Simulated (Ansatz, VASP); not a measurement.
## HfN: VASP beside Ansatz

```
Hf N
1.0
     0.00000    2.28514    2.28514
     2.28514    0.00000    2.28514
     2.28514    2.28514    0.00000
Hf N
1 1
Direct
  0.00000 0.00000 0.00000
  0.50000 0.50000 0.50000
```

Alike in both runs: task single point; functional r2SCAN; k mesh 16 × 16 × 16; occupations gaussian, width 0.1 eV; no spin polarisation.

|  | VASP | Ansatz |
| --- | --- | --- |
| version | VASP 6.6.1 | Ansatz 0.2.0 |
| potentials or method | VASP PAW PBE potentials, release 64 (Hf_pv, N), cutoff 520 eV | scalar-relativistic, plane waves, PAW |
| valence electrons in the cell | 15 | 31 |

VASP gave:

- gap on the k mesh at the Fermi level (eV): none
- pressure (GPa): -10.4

What did Ansatz give for the same quantities?

gap on the k mesh at the Fermi level (eV): none; pressure (GPa): -7.9.

VASP's potentials were made for PBE, not for r2SCAN. A gap of «none» marks a metal or a gap that the smearing closes. The functional is the same, so the differences come from potentials, cutoffs and numerics. VASP's potentials hold 15 valence electrons a cell and Ansatz's 31, so a difference there can come from the potentials and not from the codes.

Spin-orbit coupling is off throughout.
